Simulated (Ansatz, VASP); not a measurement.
# One calculation of Pt, two programs

Contents of POSCAR:

```
Pt
1.0
    2.7233547499      0.0000000000      0.0000000000
   -1.3616773750      2.3584943969      0.0000000000
    0.0000000000      0.0000000000      4.7273674930
Pt
2
Direct
    0.3333333333      0.6666666667      0.2500000000
    0.6666666667      0.3333333333      0.7500000000
```

INCAR.step1

```
SYSTEM = Pt
PREC     = Accurate       ! precision mode
ENCUT    = 550            ! plane-wave cutoff, eV
ISMEAR   = -1             ! smearing method
SIGMA    = 0.05           ! smearing width, eV
LREAL    = .False.        ! projectors in reciprocal space
LASPH    = .True.         ! aspherical terms in the spheres
NELM     = 120            ! most SCF steps
NBANDS   = 25             ! bands
GGA      = PE             ! functional
ALGO     = Normal         ! electronic algorithm
EDIFF    = 1E-5           ! SCF threshold, eV
LWAVE    = .True.         ! write WAVECAR
LCHARG   = .False.        ! write CHGCAR
GGA_COMPAT= .False.
```

File INCAR.step2:

```
SYSTEM = Pt
PREC     = Accurate       ! precision mode
ENCUT    = 550            ! plane-wave cutoff, eV
EDIFF    = 1E-6           ! SCF threshold, eV
ISMEAR   = -1             ! smearing method
SIGMA    = 0.05           ! smearing width, eV
LREAL    = .False.        ! projectors in reciprocal space
LASPH    = .True.         ! aspherical terms in the spheres
NELM     = 120            ! most SCF steps
ALGO     = Normal         ! electronic algorithm
ISIF     = 2              ! what is computed and relaxed
LWAVE    = .False.        ! write WAVECAR
LCHARG   = .False.        ! write CHGCAR
METAGGA  = R2SCAN         ! meta-GGA
LMIXTAU  = .True.       
NBANDS   = 25             ! bands
ISTART   = 1            
GGA_COMPAT= .False.
```

KPOINTS

```
regular mesh
0
Gamma
  11 11 6
  0 0 0
```

Contents of input.yaml:

```yaml
crystal:
  lattice:
    - [2.7233547499, 0.0, 0.0]
    - [-1.361677375, 2.3584943969, 0.0]
    - [0.0, 0.0, 4.727367493]
  atoms:
    - { symbol: Pt, position: [0.3333333333, 0.6666666667, 0.25] }
    - { symbol: Pt, position: [0.6666666667, 0.3333333333, 0.75] }
hamiltonian:
  xc: r2scan
  pseudopotentials: { kind: paw }
kpoints:
  mp_grid: { grid: [11, 11, 6] }
scf:
  occupations: { method: fermi_dirac, width: 0.05 }
output:
  forces: true
  stress: true
  eigenvalues: true
```

Alike in both runs: task single point; functional r2SCAN; k mesh 11 × 11 × 6; occupations fermi-dirac, width 0.05 eV; no spin polarisation.

|  | VASP | Ansatz |
| --- | --- | --- |
| version | VASP 6.6.1 | Ansatz 0.2.0 |
| potentials or method | VASP PAW PBE potentials, release 64 (Pt_sv_GW) | Ansatz PAW |
| plane-wave cutoff (eV) | 550 | 500 |
| valence electrons in the cell | 36 | 36 |

VASP gave:

```
gap on the k mesh at the Fermi level (eV)                     : none
pressure (GPa)                                                : 2.3
traceless stress, the component that is largest in VASP (GPa) : -0.70
```

Problem. Which values does Ansatz return?

Solution. gap on the k mesh at the Fermi level (eV): none; pressure (GPa): 4.3; traceless stress, the component that is largest in VASP (GPa): -0.75.

VASP's potentials were made for PBE, not for r2SCAN. A gap of «none» marks a metal or a gap that the smearing closes. With one functional, cell and mesh, what is left measures potentials, basis and numerics.

Neither program's run includes spin-orbit coupling.
